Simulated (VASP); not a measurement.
## MgO: single point with revPBE+D3(BJ)

MgO:

```
CELL_PARAMETERS angstrom
0.00000 2.09652 2.09652
2.09652 0.00000 2.09652
2.09652 2.09652 0.00000
ATOMIC_POSITIONS crystal
Mg 0.00000 0.00000 0.00000
O 0.50000 0.50000 0.50000
```

```
Program                : VASP 6.6.1
Task                   : single point
Functional             : revPBE
Dispersion             : D3(BJ)
Potentials or basis    : VASP PAW PBE potentials, release 64 (Mg, O)
Cutoff                 : 520 eV
k mesh                 : 11 × 11 × 11
Occupations            : gaussian, width 0.01 eV
Spin                   : no spin polarisation
Dipole correction      : no
Further INCAR settings : ALGO = Normal; EDIFF = 1e-07; NBANDS = 11
```

```
Pressure                   : -0.5 GPa
Band gap on the k mesh     : 4.94 eV
Dispersion energy per atom : -0.581 eV
```

Levels at points of the mesh, in eV from the valence-band top:
```
           k point  band 1  band 2  band 3  band 4  band 5  band 6  band 7  band 8  band 9
(0.00, 0.00, 0.00)  -17.39    0.00    0.00    0.00    4.94   15.98   15.98   15.98   19.89
```

It took 4.9 s on 1 thread of Intel(R) Xeon(R) 6975P-C (Granite Rapids), with other jobs on the host, peak memory 0.16 GiB.

Caveat: the PAW data sets were made with another functional, which shifts forces and pressure a little.
